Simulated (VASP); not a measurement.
Ca3ZrBC3, 8 atoms in the cell. Symmetry: Pm-3m, No. 221, cubic system. The conventional cell has a = 5.090 Å, b = 5.090 Å, c = 5.090 Å, α = 90.00°, β = 90.00°, γ = 90.00°. Ca (site symmetry 4/mmm) has 2 B at 2.54 Å and 4 C at 2.54 Å within 3.4 Å. Within 3.4 Å of Zr (site symmetry m-3m) lie 6 C at 2.54 Å. B (site symmetry m-3m) has 6 Ca at 2.54 Å within 3.4 Å. Within 3.4 Å of C (site symmetry 4/mmm) lie 4 Ca at 2.54 Å and 2 Zr at 2.54 Å. 

- Program: VASP 6.6.1
- Task: relaxation of cell and atoms
- Functional: PBE
- Potentials or basis: VASP PAW PBE potentials, release 64 (Ca_sv, Zr_sv, B, C)
- Cutoff: 600 eV
- k mesh: 8 × 8 × 8
- Occupations: gaussian, width 0.1 eV
- Spin: no spin polarisation
- Dipole correction: no
- Further INCAR settings: ALGO = Normal; EDIFF = 1e-06; IBRION = 2; EDIFFG = -0.01; NSW = 100; ISIF = 3

Potentials or basis: VASP PAW PBE potentials, release 64 (Ca_sv, Zr_sv, B, C).

Launch:

```console
$ cat potpaw_PBE.64/Ca_sv/POTCAR potpaw_PBE.64/Zr_sv/POTCAR potpaw_PBE.64/B/POTCAR potpaw_PBE.64/C/POTCAR > POTCAR
$ mpirun -np 1 vasp_std > vasp.out
```

Hardware: 1 thread of Intel(R) Xeon(R) Platinum 8259CL CPU @ 2.50GHz (Skylake/Cascade Lake), on a shared host.

How long does it take, and how much memory?

Run time: 2.9 min on 1 thread of Intel(R) Xeon(R) Platinum 8259CL CPU @ 2.50GHz (Skylake/Cascade Lake), on a shared host, peak memory 0.39 GiB. Counts: scf iterations 15, k points 35, ion steps 1.
